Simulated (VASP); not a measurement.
Write the native input for VASP 6.6.1 that does the following.

```yaml
Task: single point
Functional: PBEsol
Potentials_or_basis: VASP PAW PBE potentials, release 64 (Si, C)
Cutoff: 520 eV
k_mesh: 10 × 10 × 10
Occupations: gaussian, width 0.05 eV
Spin: no spin polarisation
Dipole_correction: no
Further_INCAR_settings: ALGO = Normal; EDIFF = 1e-06; NBANDS = 11
```

The structure of SiC lies in POSCAR:

```
SiC
1.0
    0.0000000000      2.1783895848      2.1783895848
    2.1783895848      0.0000000000      2.1783895848
    2.1783895848      2.1783895848      0.0000000000
Si C
1 1
Direct
   -0.0023558652      0.0094234607      0.0023558652
    0.7555086565      0.7279653739      0.7444913435
```

This cell differs from its parent crystal: mode 4 frozen in at -0.060 Å and mode 5 at -0.036 Å (largest displacements).

These files were run (other wordings do the same):

INCAR

```
SYSTEM = SiC
ALGO     = Normal         ! electronic algorithm
EDIFF    = 1E-6           ! SCF threshold, eV
ENCUT    = 520            ! plane-wave cutoff, eV
GGA      = PS             ! functional
ISIF     = 2              ! what is computed and relaxed
ISMEAR   = 0              ! smearing method
LASPH    = .True.         ! aspherical terms in the spheres
LCHARG   = .False.        ! write CHGCAR
LREAL    = .False.        ! projectors in reciprocal space
LWAVE    = .False.        ! write WAVECAR
NBANDS   = 11             ! bands
NELM     = 100            ! most SCF steps
PREC     = Accurate       ! precision mode
SIGMA    = 0.05           ! smearing width, eV
```

KPOINTS

```
k-points
0
Gamma
  10 10 10
  0 0 0
```

Potentials or basis: VASP PAW PBE potentials, release 64 (Si, C).

Run with:

```console
$ cat potpaw_PBE.64/Si/POTCAR potpaw_PBE.64/C/POTCAR > POTCAR
$ mpirun -np 1 vasp_std > vasp.out
```

Results of the run:

The pressure is 1.5 GPa and the largest force is 1.949 eV/Å. The band gap on the k mesh is 0.76 eV, indirect (least direct gap 4.22 eV).

Caveat: the cell differs from its parent crystal (mode 4 frozen in at -0.060 Å and mode 5 at -0.036 Å (largest displacements)); the PAW data sets were made with another functional, which shifts forces and pressure a little.

Wall time 2.6 min on 1 thread of AMD EPYC 7R43 64-Core Processor (Zen 3), with other jobs on the host, peak memory 0.19 GiB.
